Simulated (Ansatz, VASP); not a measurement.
## SiC3 in VASP and in Ansatz

File INCAR:

```
SYSTEM = SiC3
ALGO = Normal
EDIFF = 1E-6
EDIFFG = -0.04
ENCUT = 600
GGA = PE
IBRION = 2
ISIF = 3
ISMEAR = 0
LASPH = .TRUE.
LCHARG = .FALSE.
LREAL = .FALSE.
LWAVE = .FALSE.
NELM = 60
NSW = 90
PREC = Accurate
SIGMA = 0.1
```

Contents of KPOINTS:

```
k-points
0
G
  6 6 2
  0 0 0
```

File POSCAR:

```
SiC3
1.0
    2.6667169800      0.0000000000      0.0000000000
    0.0000000000      2.6667169800      0.0000000000
    0.0000000000      0.0000000000      7.5426146400
Si C
1 3
Direct
    0.0000000000      0.0000000000      0.0000000000
    0.5000000000      0.5000000000      0.2500000000
    0.0000000000      0.0000000000      0.5000000000
    0.5000000000      0.5000000000      0.7500000000
```

Input for Ansatz:

```yaml
crystal:
  lattice:
    - [2.66671698, 0.0, 0.0]
    - [0.0, 2.66671698, 0.0]
    - [0.0, 0.0, 7.54261464]
  atoms:
    - { symbol: Si, position: [0.0, 0.0, 0.0] }
    - { symbol: C, position: [0.5, 0.5, 0.25] }
    - { symbol: C, position: [0.0, 0.0, 0.5] }
    - { symbol: C, position: [0.5, 0.5, 0.75] }
basis:
  ecutwfc: 420
kpoints:
  mp_grid: { grid: [6, 6, 2] }
hamiltonian:
  xc: pbe
scf:
  occupations: { method: gaussian, width: 0.1 }
  lower_state_search: "off"
output:
  forces: true
  stress: true
  eigenvalues: true
relax:
  adjacent_minimum: "off"
  f_tol: 0.04
  max_steps: 70
  cell: { stress_tol: 0.4 }
```

Alike in both runs: task relaxation of cell and atoms; functional PBE; k mesh 6 × 6 × 2; occupations gaussian, width 0.1 eV; no spin polarisation.

|  | VASP | Ansatz |
| --- | --- | --- |
| version | VASP 6.6.1 | Ansatz 0.2.0 |
| potentials or method | VASP PAW PBE potentials, release 64 (Si, C), cutoff 600 eV | scalar-relativistic, plane waves, PAW |
| valence electrons in the cell | 16 | 16 |

Ansatz gave:

* gap on the k mesh at the Fermi level, each at its own relaxed structure (eV): none
* relaxed volume (Å³/atom): 9.93
* relaxed cell length with the largest relative difference (Å): 3.423

Problem. What did VASP give for the same quantities?

Solution. gap on the k mesh at the Fermi level, each at its own relaxed structure (eV): none; relaxed volume (Å³/atom): 9.60; relaxed cell length with the largest relative difference (Å): 3.973.

A gap of «none» marks a metal or a gap that the smearing closes. One of these differences is far larger than is usual between the two programs; its cause wasn't traced.

The k mesh is coarse, so the values compare programs but aren't converged. Noted on VASP's run: the volume moved by over 15 % at a fixed basis, so the end points are rough.
